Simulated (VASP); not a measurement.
# Cu (Fm-3m) in VASP: notebook

The runs below take Cu through single point, relaxation of volume and atoms at fixed shape, with PBEsol.

Everything below comes from runs of VASP 6.6.1. Logs are shortened: lines on timing, memory, paths and dates and some standing lists are left out, and cuts for length are marked.

### 1 The cell of the first run

The structure is cubic, space group Fm-3m (No. 225). The conventional cell has a = 3.562 Å, b = 3.562 Å, c = 3.562 Å, α = 90.00°, β = 90.00°, γ = 90.00°. Within 3.3 Å of Cu (site symmetry m-3m) lie 12 Cu at 2.52 Å.

### 2 Single point, PBEsol

File INCAR:

```
SYSTEM = Cu
  PREC = Accurate
  ENCUT = 600
  EDIFF = 1E-6
  ISMEAR = -1
  SIGMA = 0.02
  LREAL = .False.
  LASPH = .True.
  NELM = 120
  ALGO = Normal
  ISIF = 2
  LWAVE = .False.
  LCHARG = .False.
  GGA = PS
  NBANDS = 12
  GGA_COMPAT = .False.
```

File KPOINTS:

```
Automatic mesh
0
Gamma
  11 11 11
  0 0 0
```

File POSCAR:

```
Cu
1.0
    0.0000000000      1.7809561784      1.7809561784
    1.7809561784      0.0000000000      1.7809561784
    1.7809561784      1.7809561784      0.0000000000
Cu
1
Direct
    0.0000000000      0.0000000000      0.0000000000
```

Potentials or basis: VASP PAW PBE potentials, release 64 (Cu).

Launch:

```console
cat potpaw_PBE.64/Cu/POTCAR > POTCAR
mpirun -np 1 vasp_std > vasp.out
```

OUTCAR:

```text
SYSTEM = Cu
   PREC = Accurate
   ENCUT = 600
   EDIFF = 1E-6
   ISMEAR = -1
   LREAL = .False.
   LASPH = .True.
   NELM = 120
   ISIF = 2
   GGA = PS

 ion  position               nearest neighbor table
   1  0.000  0.000  0.000-

  LATTYP: Found a face centered cubic cell.
 ALAT       =     3.5619123568

  Lattice vectors:

 A1 = (   0.0000000000,   1.7809561784,   1.7809561784)
 A2 = (   1.7809561784,   0.0000000000,   1.7809561784)
 A3 = (   1.7809561784,   1.7809561784,   0.0000000000)

Analysis of symmetry for initial positions (statically):
=====================================================================
 Subroutine PRICEL returns:
 Original cell was already a primitive cell.

 Routine SETGRP: Setting up the symmetry group for a
 face centered cubic supercell.

 Subroutine GETGRP returns: Found 48 space group operations
 (whereof 48 operations were pure point group operations)
 out of a pool of 48 trial point group operations.

The static configuration has the point symmetry O_h .

Analysis of symmetry for dynamics (positions and initial velocities):
=====================================================================
 Subroutine PRICEL returns:
 Original cell was already a primitive cell.

 Routine SETGRP: Setting up the symmetry group for a
 face centered cubic supercell.

 Subroutine GETGRP returns: Found 48 space group operations
 (whereof 48 operations were pure point group operations)
 out of a pool of 48 trial point group operations.

The dynamic configuration has the point symmetry O_h .

 Subroutine INISYM returns: Found 48 space group operations
 (whereof 48 operations are pure point group operations),
 and found     1 'primitive' translations

----------------------------------------------------------------------------------------

                                     Primitive cell

  volume of cell :      11.2977

  direct lattice vectors                    reciprocal lattice vectors
     0.000000000  1.780956178  1.780956178    -0.280748064  0.280748064  0.280748064
     1.780956178  0.000000000  1.780956178     0.280748064 -0.280748064  0.280748064
     1.780956178  1.780956178  0.000000000     0.280748064  0.280748064 -0.280748064

  length of vectors
     2.518652381  2.518652381  2.518652381     0.486269912  0.486269912  0.486269912

  position of ions in fractional coordinates (direct lattice)
     0.000000000  0.000000000  0.000000000

  ion indices of the primitive-cell ions
   primitive index   ion index
                 1           1
[... 73 lines left out ...]
   LREAL  =      F    real-space projection
   EDIFFG = 0.1E-04   stopping-criterion for IOM
   NSW    =      0    number of steps for IOM
   IBRION =     -1    ionic relax: 0-MD 1-quasi-New 2-CG
   NFREE  =      0    steps in history (QN), initial steepest desc. (CG)
   ISIF   =      2    stress and relaxation
   ISYM   =      2    0-nonsym 1-usesym 2-fastsym
   POTIM  = 0.5000    time-step for ionic-motion
   TEBEG  =    0.0;   TEEND  =   0.0 temperature during run
   PSTRESS=    0.0 pullay stress
   NELECT =      11.0000    total number of electrons
   NUPDOWN=      -1.0000    fix difference up-down
   EMIN   =  10.00;   EMAX   =-10.00  energy-range for DOS
   EFERMI =   0.00;   METHOD = LEGACY
   ISMEAR =    -1;   SIGMA  =   0.02  broadening in eV -4-tet -1-fermi 0-gaus
   EFERMI_NEDOS =   21; number of points for ismear=-14 and -15
   IALGO  =     38    algorithm
   IMIX   =      4    mixing-type and parameters
     AMIX     =   0.40;   BMIX     =  1.00
     AMIX_MAG =   1.60;   BMIX_MAG =  1.00
  volume/ion in A,a.u.               =      11.30        76.24
  Fermi-wavevector in a.u.,A,eV,Ry     =   1.622591  3.066253 35.821456  2.632803
  Thomas-Fermi vector in A             =   2.716180
   LORBIT       =      0    0 simple, 1 ext, 2 COOP (PROOUT), +10 PAW based schemes
   GGA     = PS    functional components
   LHFCALC =     F    Hartree Fock is set to
   AEXX    =    0.0000 exact exchange contribution
   IVDW    =     0    specifies the selected vdW correction
   LEPSILON=     F    determine dielectric tensor
   LRPA    =     F    only Hartree local field effects (RPA)
 non-spin polarized calculation
  energy-cutoff  :      600.00
  volume of cell :       11.30
 maximum number of plane-waves:       385
   NGX =  9   NGY =  9   NGZ =  9

 number of electron      11.0000013 magnetization

 Free energy of the ion-electron system (eV)
  ---------------------------------------------------
  ext. energy  EPLUGINS =         0.00000000
  ---------------------------------------------------
  free energy    TOTEN  =        -4.31479271 eV

  energy without entropy =       -4.31470973  energy(sigma->0) =       -4.31475122

 E-fermi :   8.0509     XC(G=0): -13.1693

 val. band max:        7.9160211648   @ k =   0.4545   0.2727   0.0000
 cond. band min:       8.1268052125   @ k =   0.4545   0.3636   0.0000
 fundamental gap:      0.2107840477
 Fermi energy:         8.0509345220

 k-point     1 :       0.0000    0.0000    0.0000
  band No.  band energies     occupation
      1      -1.7721      2.00000
      2       4.7923      2.00000
      3       4.7923      2.00000
      4       4.7923      2.00000
      5       5.6834      2.00000
      6       5.6834      2.00000
      7      30.8983      0.00000
      8      33.8601      0.00000
      9      33.8601      0.00000
     10      33.8601      0.00000
     11      36.3796      0.00000
     12      36.3796      0.00000
[... 331 lines left out ...]
 k-point    24 :      -0.1818    0.1818    0.0000
  band No.  band energies     occupation
      1       1.2350      2.00000
      2       4.2928      2.00000
      3       4.8535      2.00000
      4       5.3203      2.00000
      5       5.3369      2.00000
      6       6.3588      2.00000
      7      21.6587      0.00000
      8      22.4479      0.00000
      9      32.5760      0.00000
     10      32.9854      0.00000
     11      35.7708      0.00000
     12      38.1140      0.00000

 [... further k-points ...]
[... 5 lines left out ...]
  --------------------------------------------------------------------------------------
  -------------------------------------------------------------------------------------
  Total        0.0551260      0.0551260      0.0551260      0.0000000     -0.0000000      0.0000000
  in kB        7.8176734      7.8176734      7.8176734      0.0000000     -0.0000000      0.0000000
  external PRESSURE =       7.8176734 kB  Pullay stress =       0.0000000 kB

 VOLUME and BASIS-vectors are now :
 -----------------------------------------------------------------------------
  energy-cutoff  :      600.00
  volume of cell :       11.30
      direct lattice vectors                 reciprocal lattice vectors
     0.000000000  1.780956178  1.780956178    -0.280748064  0.280748064  0.280748064
     1.780956178  0.000000000  1.780956178     0.280748064 -0.280748064  0.280748064
     1.780956178  1.780956178  0.000000000     0.280748064  0.280748064 -0.280748064

 POSITION                                       TOTAL-FORCE (eV/Angst)
 -----------------------------------------------------------------------------------
      0.00000      0.00000      0.00000         0.000000      0.000000      0.000000
 -----------------------------------------------------------------------------------
    total drift:                                0.000000      0.000000      0.000000

  FREE ENERGIE OF THE ION-ELECTRON SYSTEM (eV)
  ---------------------------------------------------
  free  energy   TOTEN  =        -4.3147927088 eV

  energy  without entropy=       -4.3147097262  energy(sigma->0) =       -4.31475122
```

OSZICAR:

```text
N       E                     dE             d eps       ncg     rms          rms(c)
DAV:   1     0.461679063158E+02    0.46168E+02   -0.57962E+03  1468   0.176E+03
DAV:   2    -0.377707916861E+01   -0.49945E+02   -0.45257E+02  1408   0.221E+02
DAV:   3    -0.540605385410E+01   -0.16290E+01   -0.16227E+01  1584   0.441E+01
DAV:   4    -0.541609457031E+01   -0.10041E-01   -0.10039E-01  1552   0.309E+00
DAV:   5    -0.541618220863E+01   -0.87638E-04   -0.87638E-04  1576   0.301E-01    0.844E+00
DAV:   6    -0.473893800689E+01    0.67724E+00   -0.16896E+01  1620   0.799E+01    0.408E+00
DAV:   7    -0.432954555389E+01    0.40939E+00   -0.25059E+00  1620   0.307E+01    0.573E-01
DAV:   8    -0.431679489384E+01    0.12751E-01   -0.56949E-03  1616   0.134E+00    0.333E-01
DAV:   9    -0.431478403587E+01    0.20109E-02   -0.10990E-02  1656   0.183E+00    0.213E-02
DAV:  10    -0.431479161603E+01   -0.75802E-05   -0.28806E-05  1852   0.871E-02    0.593E-03
DAV:  11    -0.431479270595E+01   -0.10899E-05   -0.44650E-07  1144   0.120E-02    0.319E-04
DAV:  12    -0.431479270884E+01   -0.28981E-08   -0.56160E-08   856   0.255E-03
   1 F= -.43147927E+01 E0= -.43147512E+01  d E =-.829827E-04
```

stdout:

```text
POSCAR found type information on POSCAR Cu
 POSCAR found :  1 types and       1 ions
 scaLAPACK will be used
 -----------------------------------------------------------------------------
|                                                                             |
|                                                                             |
|     You enforced a specific xc type in the INCAR file but a different       |
|     I HOPE YOU KNOW WHAT YOU ARE DOING!                                     |
|                                                                             |
 -----------------------------------------------------------------------------

 LDA part: xc-table for (Slater+PW92), standard interpolation
 POSCAR, INCAR and KPOINTS ok, starting setup
 FFT: planning ... GRIDC
 FFT: planning ... GRID_SOFT
 FFT: planning ... GRID
 WAVECAR not read
 entering main loop
```

Run time: 14 s. Hardware: 1 thread of Intel Xeon 8259CL, shared host; peak memory 0.13 GiB.

What came out:

- Free energy: -4.3148 eV
- Pressure: 0.8 GPa
- Band gap on the k mesh: zero (an odd number of electrons rules out a gap without spin polarisation)

Caveat: the PAW data sets were made with another functional, which shifts forces and pressure a little.

### 3 Relaxation of volume and atoms at fixed shape, PBEsol

This run uses another cell than the first one, of 11.81 Å³/atom.

File INCAR:

```
PREC = Accurate ; ENCUT = 600
EDIFF = 1E-7 ; ISMEAR = -1
SIGMA = 0.02 ; LREAL = False
LASPH = True ; NELM = 120
ALGO = Normal ; ISIF = 8
LWAVE = False ; LCHARG = False
GGA = PS ; IBRION = 2
NSW = 80 ; EDIFFG = -0.02
GGA_COMPAT = False ; NELMIN = 4
```

File KPOINTS:

```
Automatic mesh
0
Gamma
  11 11 11
```

File POSCAR:

```
Cu
1.0
    0.0000000000      1.8075000000      1.8075000000
    1.8075000000      0.0000000000      1.8075000000
    1.8075000000      1.8075000000      0.0000000000
Cu
1
Direct
    0.0000000000      0.0000000000      0.0000000000
```

Potentials or basis: VASP PAW PBE potentials, release 64 (Cu).

Launch:

```console
cat potpaw_PBE.64/Cu/POTCAR > POTCAR
mpirun -np 1 vasp_std > vasp.out
```

Wall time 30 s (1 thread of Intel Xeon 8259CL, shared host); peak memory 0.13 GiB.

The run converged. Its results:

* Free energy: -4.3151 eV
* Relaxed volume: 11.35 Å³/atom
* Relaxed cell: a = 2.522 Å, b = 2.522 Å, c = 2.522 Å, α = 60.00°, β = 60.00°, γ = 60.00°
* Space group after relaxing (to 0.1 Å): Fm-3m (No. 225)
* Energy gained by relaxing: 9.1 meV/atom
* Ionic steps: 3
* Pressure after relaxing: 0.0 GPa
* Band gap on the k mesh: zero (an odd number of electrons rules out a gap without spin polarisation)

Step by step:
```tsv
step	energy change (eV)	largest force (eV/Å)	pressure (GPa)	volume (Å³)
1	0.0000	0.0000	-5.99	11.81
2	-0.0054	0.0000	4.32	11.07
3	-0.0091	0.0000	-0.01	11.35
```

Final structure:
```
Cu
1.0
     0.00000    1.78355    1.78355
     1.78355    0.00000    1.78355
     1.78355    1.78355    0.00000
Cu
1
Direct
  0.00000 0.00000 0.00000
```

Levels at points of the mesh, in eV from the Fermi level:
```
           k point  band 4  band 5  band 6  band 7  band 8  band 9
(0.00, 0.00, 0.00)   -3.25   -2.36   -2.36   22.81   25.74   25.74
```

Caveat: the PAW data sets were made with another functional, which shifts forces and pressure a little.

The gap in the log of VASP goes by the Fermi energy; the results here count the filled bands.